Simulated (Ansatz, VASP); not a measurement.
**LuTa2 in VASP and in Ansatz**

```xyz
6
Lattice="3.7092 0.0000 0.0000 0.0000 3.7092 0.0000 0.0000 0.0000 10.2304" Properties=species:S:1:pos:R:3 pbc="T T T"
Lu    0.0000    1.8546    7.6275
Lu    1.8546    0.0000    2.6029
Ta    0.0000    0.0000    0.0000
Ta    1.8546    1.8546    0.0000
Ta    0.0000    1.8546    4.5794
Ta    1.8546    0.0000    5.6510
```

Change from the starting cell: species swapped into the SmTe2 type (P4/nmm, No. 129).

Alike in both runs: functional PBE; k mesh 6 × 6 × 2; occupations gaussian, width 0.1 eV; no spin polarisation.

Ansatz relaxed the structure, and its values are those at the end. VASP's run is a single point on that final structure, the one shown.

```csv
,VASP,Ansatz
version,VASP 6.6.1,Ansatz 0.2.0
potentials or method,"VASP PAW PBE potentials, release 64 (Lu, Ta_pv), cutoff 520 eV","scalar-relativistic, plane waves, PAW"
valence electrons in the cell,94,102
```

```csv
,VASP,Ansatz,Ansatz less VASP
gap on the k mesh at the Fermi level (eV),none,none,-
pressure (GPa),0.0,0.1,+0.14
rms of the force components (eV/Å),0.010,0.011,+0.0012
```

A gap of «none» marks a metal or a gap that the smearing closes. With one functional, cell and mesh, what is left measures potentials, basis and numerics. VASP's potentials hold 94 valence electrons a cell and Ansatz's 102, so a difference there can come from the potentials and not from the codes.

Spin-orbit coupling is off throughout.
